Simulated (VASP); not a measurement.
Input of a VASP 6.6.1 run:

INCAR

```
  PREC = Accurate
  ENCUT = 520
  EDIFF = 1E-6
  ISMEAR = 0
  SIGMA = 0.05
  LREAL = F
  LASPH = T
  NELM = 100
  ALGO = Normal
  ISIF = 2
  LWAVE = F
  LCHARG = F
  GGA = PS
  NBANDS = 16
```

Contents of KPOINTS:

```
Automatic mesh
0
Gamma
  9 9 6
```

Contents of POSCAR:

```
MgO
1.0
    3.5530000000      0.0000000000      0.0000000000
   -1.7765000000      3.0769882596      0.0000000000
    0.0000000000      0.0000000000      4.1947132285
Mg O
2 2
Direct
    0.6666666667      0.3333333333      0.7500000000
    0.3333333333      0.6666666667      0.2500000000
    0.6666666667      0.3333333333      0.2500000000
    0.3333333333      0.6666666667      0.7500000000
```

Potentials or basis: VASP PAW PBE potentials, release 64 (Mg, O).

The run is started by

```bash
$ cat potpaw_PBE.64/Mg/POTCAR potpaw_PBE.64/O/POTCAR > POTCAR
$ mpirun -np 1 vasp_std > vasp.out
```

Q: What does it give for the pressure?

A: -4.3 GPa.

Q: Estimate the band gap on the k mesh.

A: 3.13 eV, direct.

Stress tensor (GPa, compression positive):
```
-5.03  0.00  0.00
 0.00 -5.03  0.00
 0.00  0.00 -2.92
```

Caveat: the PAW data sets were made with another functional, which shifts forces and pressure a little. Expect the measured gap to be larger: semilocal functionals such as PBEsol lack the derivative discontinuity.
